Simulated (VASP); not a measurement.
# Si in VASP: further runs

Runs on Si. Level: PBEsol. Tasks: single point.

Program: VASP 6.6.1. These are calculated values, not measurements. Logs are shortened: lines on timing, memory, paths and dates and some standing lists are left out, and cuts for length are marked.

## 1. The cell of the first run

It takes space group Fmmm (No. 69, orthorhombic). The conventional cell has a = 3.837 Å, b = 8.707 Å, c = 9.146 Å, α = 90.00°, β = 90.00°, γ = 90.00°. Within 3.2 Å of Si (site symmetry m2m) lie 5 Si at 2.26 to 3.11 Å. Si (site symmetry mm2) has 4 Si at 2.26 to 2.32 Å within 3.0 Å.

## 2. Single point, PBEsol

The input, INCAR:

```
SYSTEM = Si
PREC     = Accurate       ! precision mode
ENCUT    = 520            ! plane-wave cutoff, eV
EDIFF    = 1E-6           ! SCF threshold, eV
ISMEAR   = 0              ! smearing method
SIGMA    = 0.03           ! smearing width, eV
LREAL    = .FALSE.        ! projectors in reciprocal space
LASPH    = .TRUE.         ! aspherical terms in the spheres
NELM     = 60             ! most SCF steps
ALGO     = Normal         ! electronic algorithm
ISIF     = 2              ! what is computed and relaxed
LWAVE    = .FALSE.        ! write WAVECAR
LCHARG   = .FALSE.        ! write CHGCAR
GGA      = PS             ! functional
NBANDS   = 16             ! bands
```

The input, KPOINTS:

```
regular mesh
0
G
  10 10 10
  0 0 0
```

The input, POSCAR:

```
Si
1.0
   -3.2336515678      3.2336515678      1.9186812134
    3.2336515678     -3.2336515678      1.9186812134
    3.0785053941      3.0785053941     -1.9186812134
Si
4
Direct
    0.1787304307      0.1787304307      0.3574608614
    0.8212695693      0.8212695693      0.6425391386
    0.1787304307      0.8212695693      0.0000000000
    0.8212695693      0.1787304307      0.0000000000
```

Potentials or basis: VASP PAW PBE potentials, release 64 (Si).

Command:

```console
$ cat potpaw_PBE.64/Si/POTCAR > POTCAR
$ mpirun -np 1 vasp_std > vasp.out
```

OUTCAR:

```text
SYSTEM = Si
   PREC = Accurate
   ENCUT = 520
   EDIFF = 1E-6
   ISMEAR = 0
   LREAL = .FALSE.
   LASPH = .TRUE.
   NELM = 60
   ISIF = 2
   GGA = PS

 ion  position               nearest neighbor table
   1  0.179  0.179  0.357-   3 2.26   4 2.26   2 2.29   2 2.29   2 3.11
   2  0.821  0.821  0.643-   3 2.26   4 2.26   1 2.29   1 2.29   1 3.11
   3  0.179  0.821  0.000-   1 2.26   2 2.26   4 2.32   4 2.32
   4  0.821  0.179  0.000-   1 2.26   2 2.26   3 2.32   3 2.32

  LATTYP: Found a face centered orthorhombic cell.
 ALAT       =     3.8373624268
 B/A-ratio  =     2.2690919418
 C/A-ratio  =     2.3834464377

  Lattice vectors:

 A1 = (  -0.1551461737,   6.3121569619,  -0.0000000000)
 A2 = (  -3.2336515678,   3.2336515678,   1.9186812134)
 A3 = (   3.0785053941,   3.0785053941,   1.9186812134)

Analysis of symmetry for initial positions (statically):
=====================================================================
 Subroutine PRICEL returns:
 Original cell was already a primitive cell.

 Routine SETGRP: Setting up the symmetry group for a
 face centered orthorhombic supercell.

 Subroutine GETGRP returns: Found  8 space group operations
 (whereof  8 operations were pure point group operations)
 out of a pool of  8 trial point group operations.

The static configuration has the point symmetry D_2h.

Analysis of symmetry for dynamics (positions and initial velocities):
=====================================================================
 Subroutine PRICEL returns:
 Original cell was already a primitive cell.

 Routine SETGRP: Setting up the symmetry group for a
 face centered orthorhombic supercell.

 Subroutine GETGRP returns: Found  8 space group operations
 (whereof  8 operations were pure point group operations)
 out of a pool of  8 trial point group operations.

The dynamic configuration has the point symmetry D_2h.

 Subroutine INISYM returns: Found  8 space group operations
 (whereof  8 operations are pure point group operations),
 and found     1 'primitive' translations

----------------------------------------------------------------------------------------

                                     Primitive cell

  volume of cell :      76.4005

  direct lattice vectors                    reciprocal lattice vectors
    -3.233651568  3.233651568  1.918681213     0.003896260  0.158520217  0.260595661
     3.233651568 -3.233651568  1.918681213     0.158520217  0.003896260  0.260595661
     3.078505394  3.078505394 -1.918681213     0.162416477  0.162416477  0.000000000

  length of vectors
     4.959268345  4.959268345  4.757702021     0.305047437  0.305047437  0.229691584

  position of ions in fractional coordinates (direct lattice)
     0.178730431  0.178730431  0.357460861
     0.821269569  0.821269569  0.642539139
     0.178730431  0.821269569  0.000000000
     0.821269569  0.178730431  0.000000000

  ion indices of the primitive-cell ions
   primitive index   ion index
                 1           1
                 2           2
                 3           3
                 4           4

----------------------------------------------------------------------------------------

 KPOINTS: regular mesh

Automatic generation of k-mesh.
 Grid dimensions read from file:
 generate k-points for:   10   10   10

 Generating k-lattice:

  Cartesian coordinates                     Fractional coordinates (reciprocal lattice)
     0.000389626  0.015852022  0.026059566     0.100000000  0.000000000  0.000000000
     0.015852022  0.000389626  0.026059566     0.000000000  0.100000000  0.000000000
     0.016241648  0.016241648  0.000000000     0.000000000  0.000000000  0.100000000

  Length of vectors
     0.030504744  0.030504744  0.022969158

  Shift w.r.t. Gamma in fractional coordinates (k-lattice)
     0.000000000  0.000000000  0.000000000

 Subroutine IBZKPT returns following result:
 ===========================================

 Found    171 irreducible k-points:

 Following reciprocal coordinates:
            Coordinates               Weight
  0.000000  0.000000  0.000000      1.000000
  0.100000  0.000000 -0.000000      8.000000
  0.200000  0.000000 -0.000000      8.000000
  0.300000  0.000000 -0.000000      8.000000
  0.400000  0.000000  0.000000      8.000000
  0.500000  0.000000  0.000000      4.000000
[... 16 lines left out ...]
  0.300000  0.300000  0.000000      4.000000
  0.400000  0.300000  0.000000      8.000000
 [... further k-points ...]
   k-points           NKPTS =    171   k-points in BZ     NKDIM =    171   number of bands    NBANDS=     16
   number of dos      NEDOS =    301   number of ions     NIONS =      4
   total plane-waves  NPLWV =  57600
   dimension x,y,z NGX =    40 NGY =   40 NGZ =   36
   dimension x,y,z NGXF=    80 NGYF=   80 NGZF=   72
   ions per type =               4
   NGX,Y,Z   is equivalent  to a cutoff of  13.41, 13.41, 12.58 a.u.
   NGXF,Y,Z  is equivalent  to a cutoff of  26.82, 26.82, 25.16 a.u.
 SYSTEM =  Si
   PREC   = accura    normal or accurate (medium, high low for compatibility)
   ISTART =      0    job   : 0-new  1-cont  2-samecut
   ICHARG =      2    charge: 1-file 2-atom 10-const
   ISPIN  =      1    spin polarized calculation?
   LNONCOLLINEAR =      F non collinear calculations
   LSORBIT =      F    spin-orbit coupling
   LASPH  =      T    aspherical Exc in radial PAW
   ENCUT  =  520.0 eV  38.22 Ry    6.18 a.u.   9.22  9.22  8.85*2*pi/ulx,y,z
   NELM   =     60;   NELMIN=  2; NELMDL= -5     # of ELM steps
   EDIFF  = 0.1E-05   stopping-criterion for ELM
   LREAL  =      F    real-space projection
   EDIFFG = 0.1E-04   stopping-criterion for IOM
   NSW    =      0    number of steps for IOM
   IBRION =     -1    ionic relax: 0-MD 1-quasi-New 2-CG
   NFREE  =      0    steps in history (QN), initial steepest desc. (CG)
   ISIF   =      2    stress and relaxation
   ISYM   =      2    0-nonsym 1-usesym 2-fastsym
   POTIM  = 0.5000    time-step for ionic-motion
   TEBEG  =    0.0;   TEEND  =   0.0 temperature during run
   PSTRESS=    0.0 pullay stress
   NELECT =      16.0000    total number of electrons
   NUPDOWN=      -1.0000    fix difference up-down
   EMIN   =  10.00;   EMAX   =-10.00  energy-range for DOS
   EFERMI =   0.00;   METHOD = LEGACY
   ISMEAR =     0;   SIGMA  =   0.03  broadening in eV -4-tet -1-fermi 0-gaus
   EFERMI_NEDOS =   21; number of points for ismear=-14 and -15
   IALGO  =     38    algorithm
   IMIX   =      4    mixing-type and parameters
     AMIX     =   0.40;   BMIX     =  1.00
     AMIX_MAG =   1.60;   BMIX_MAG =  1.00
  volume/ion in A,a.u.               =      19.10       128.89
  Fermi-wavevector in a.u.,A,eV,Ry     =   0.972186  1.837166 12.859495  0.945146
  Thomas-Fermi vector in A             =   2.102464
   LORBIT       =      0    0 simple, 1 ext, 2 COOP (PROOUT), +10 PAW based schemes
   GGA     = PS    functional components
   LHFCALC =     F    Hartree Fock is set to
   AEXX    =    0.0000 exact exchange contribution
   IVDW    =     0    specifies the selected vdW correction
   LEPSILON=     F    determine dielectric tensor
   LRPA    =     F    only Hartree local field effects (RPA)
 non-spin polarized calculation
 Gauss-broadening in eV      SIGMA  =   0.03
  energy-cutoff  :      520.00
  volume of cell :       76.40
 maximum number of plane-waves:      2072
 NGX is ok and might be reduce to    40
   NGX = 19   NGY = 19   NGZ = 17

 number of electron      16.0000000 magnetization

 Free energy of the ion-electron system (eV)
  ---------------------------------------------------
  ext. energy  EPLUGINS =         0.00000000
  ---------------------------------------------------
  free energy    TOTEN  =       -22.18716987 eV

  energy without entropy =      -22.18687586  energy(sigma->0) =      -22.18702287

 E-fermi :   6.4620     XC(G=0):  -9.6602

 val. band max:        6.4451455773   @ k =  -0.1000  -0.1000   0.1000
 cond. band min:       6.4689522107   @ k =  -0.4000   0.4000   0.4000
 fundamental gap:      0.0238066334
 Fermi energy:         6.4619623977

 k-point     1 :       0.0000    0.0000    0.0000
  band No.  band energies     occupation
      1      -6.3708      2.00000
      2      -1.2008      2.00000
      3       0.3698      2.00000
      4       0.9374      2.00000
      5       2.2246      2.00000
      6       4.5374      2.00000
[... 8 lines left out ...]
     15      11.2849      0.00000
     16      13.4570      0.00000

 k-point     2 :       0.1000    0.0000   -0.0000
  band No.  band energies     occupation
      1      -6.2568      2.00000
      2      -1.2863      2.00000
      3       0.3682      2.00000
      4       0.9524      2.00000
      5       2.3677      2.00000
      6       3.9800      2.00000
[... 8 lines left out ...]
     15      10.9919      0.00000
     16      13.9679      0.00000

 k-point     3 :       0.2000    0.0000   -0.0000
  band No.  band energies     occupation
      1      -5.9211      2.00000
      2      -1.4080      2.00000
      3      -0.0422      2.00000
      4       1.1880      2.00000
      5       2.5435      2.00000
      6       2.9468      2.00000
[... 8 lines left out ...]
     15      11.9191      0.00000
     16      13.9139      0.00000

 k-point     4 :       0.3000    0.0000   -0.0000
  band No.  band energies     occupation
      1      -5.3902      2.00000
      2      -1.4273      2.00000
      3      -0.8237      2.00000
      4       0.9929      2.00000
      5       2.0977      2.00000
      6       2.6323      2.00000
[... 8 lines left out ...]
     15      12.7313      0.00000
     16      13.1373      0.00000
[... 324 lines left out ...]
 k-point    22 :      -0.2000    0.2000    0.0000
  band No.  band energies     occupation
      1      -6.1409      2.00000
      2      -2.3569      2.00000
      3       0.8161      2.00000
      4       1.1179      2.00000
      5       3.2308      2.00000
      6       4.4750      2.00000
[... 8 lines left out ...]
     15      11.7901      0.00000
     16      14.3111      0.00000

 k-point    23 :       0.3000    0.3000    0.0000
  band No.  band energies     occupation
      1      -4.2961      2.00000
      2      -2.5037      2.00000
      3      -1.7602      2.00000
      4       0.6578      2.00000
      5       1.6867      2.00000
      6       3.3072      2.00000
[... 8 lines left out ...]
     15      13.2676      0.00000
     16      13.9192      0.00000

 k-point    24 :       0.4000    0.3000    0.0000
  band No.  band energies     occupation
      1      -4.6740      2.00000
      2      -3.1063      2.00000
      3      -1.0077      2.00000
      4       1.2636      2.00000
      5       1.9466      2.00000
      6       3.2571      2.00000
[... 8 lines left out ...]
     15      12.4487      0.00000
     16      13.2352      0.00000

 [... further k-points ...]

------------------------ aborting loop because EDIFF is reached ----------------------------------------

  FORCE on cell =-STRESS in cart. coord.  units (eV):
  Direction    XX          YY          ZZ          XY          YZ          ZX
  --------------------------------------------------------------------------------------
  -------------------------------------------------------------------------------------
  Total        6.7837331      6.7837331      2.0260069      0.2283522      0.0000000     -0.0000000
  in kB      142.2601878    142.2601878     42.4869483      4.7887253      0.0000000     -0.0000000
  external PRESSURE =     109.0024413 kB  Pullay stress =       0.0000000 kB

 VOLUME and BASIS-vectors are now :
 -----------------------------------------------------------------------------
  energy-cutoff  :      520.00
  volume of cell :       76.40
      direct lattice vectors                 reciprocal lattice vectors
    -3.233651568  3.233651568  1.918681213     0.003896260  0.158520217  0.260595661
     3.233651568 -3.233651568  1.918681213     0.158520217  0.003896260  0.260595661
     3.078505394  3.078505394 -1.918681213     0.162416477  0.162416477  0.000000000

 POSITION                                       TOTAL-FORCE (eV/Angst)
 -----------------------------------------------------------------------------------
      1.10045      1.10045      0.00000         0.559398      0.559398      0.000000
      1.97806      1.97806      1.91868        -0.559398     -0.559398      0.000000
      2.07775     -2.07775      1.91868        -0.952667      0.952667     -0.000000
     -2.07775      2.07775      1.91868         0.952667     -0.952667     -0.000000
 -----------------------------------------------------------------------------------
    total drift:                               -0.000000     -0.000000      0.000000

  FREE ENERGIE OF THE ION-ELECTRON SYSTEM (eV)
  ---------------------------------------------------
  free  energy   TOTEN  =       -22.1871698657 eV

  energy  without entropy=      -22.1868758650  energy(sigma->0) =      -22.18702287
```

It took 5.3 min on 1 thread of Intel Xeon 8259CL, shared host; peak memory 0.31 GiB.

What came out:

```yaml
Free_energy: -22.1872 eV
Pressure: 10.9 GPa
Largest_force: 1.347 eV/Å
Band_gap_on_the_k_mesh: zero (bands 8 and 9 overlap by 0.22 eV)
```

Forces on the atoms (eV/Å):
```
Si   0.559  0.559  0.000
Si  -0.559 -0.559  0.000
Si  -0.953  0.953  0.000
Si   0.953 -0.953  0.000
```

Caveat: the stress differs along the axes, from 4 to 14 GPa; semilocal functionals underestimate gaps, and a narrow one can read as zero; the PAW data sets were made with another functional, which shifts forces and pressure a little.

## 3. Single point, PBEsol

This run uses another cell than the first one, of 21.18 Å³/atom.

The input, INCAR:

```
PREC = Accurate
ENCUT = 520
EDIFF = 1E-6
ISMEAR = 0
SIGMA = 0.03
LREAL = False
LASPH = True
NELM = 60
ALGO = Normal
ISIF = 2
LWAVE = False
LCHARG = True
GGA = PS
LELF = True
LVHAR = True
NBANDS = 16
```

The input, KPOINTS:

```
Automatic mesh
0
Gamma
  10 10 10
```

The input, POSCAR:

```
Si
1.0
   -3.3221878747      3.3221878747      1.9186812134
    3.3221878747     -3.3221878747      1.9186812134
    3.3221878747      3.3221878747     -1.9186812134
Si
4
Direct
    0.1787304307      0.1787304307      0.3574608613
    0.8212695693      0.8212695693      0.6425391387
    0.1787304307      0.8212695693      0.0000000000
    0.8212695693      0.1787304307      0.0000000000
```

Potentials or basis: VASP PAW PBE potentials, release 64 (Si).

Command:

```console
$ cat potpaw_PBE.64/Si/POTCAR > POTCAR
$ mpirun -np 1 vasp_std > vasp.out
```

It took 3.3 min on 1 thread of Intel Xeon 8259CL, shared host; peak memory 0.29 GiB.

The run converged. Its results:

* Free energy: -22.5462 eV
* Pressure: 0.1 GPa
* Largest force: 0.003 eV/Å
* Band gap on the k mesh: 0.23 eV (least direct gap 0.29 eV)

Forces in eV/Å, atoms in the order of the input:
```
Si   0.002  0.002  0.000
Si  -0.002 -0.002  0.000
Si  -0.002  0.002  0.000
Si   0.002 -0.002  0.000
```

Levels at points of the mesh, in eV from the valence-band top:
```csv
k point,band 5,band 6,band 7,band 8,band 9,band 10,band 11,band 12
"(0.00, 0.00, 0.00)",-3.82,-1.49,-1.49,-0.57,1.37,1.55,1.55,2.25
"(0.50, 0.00, 0.00)",-4.40,-3.55,-2.41,-1.44,0.75,2.31,2.93,3.42
"(0.50, 0.50, 0.00)",-2.88,-2.02,-1.93,-1.63,1.55,1.84,1.89,3.93
"(0.50, 0.50, 0.50)",-2.96,-0.21,0.00,0.00,0.29,3.24,3.45,3.98
```

Caveat: the PAW data sets were made with another functional, which shifts forces and pressure a little.

(Continued in part 2 of 2.)

The gap in the log of VASP goes by the Fermi energy; the results here count the filled bands.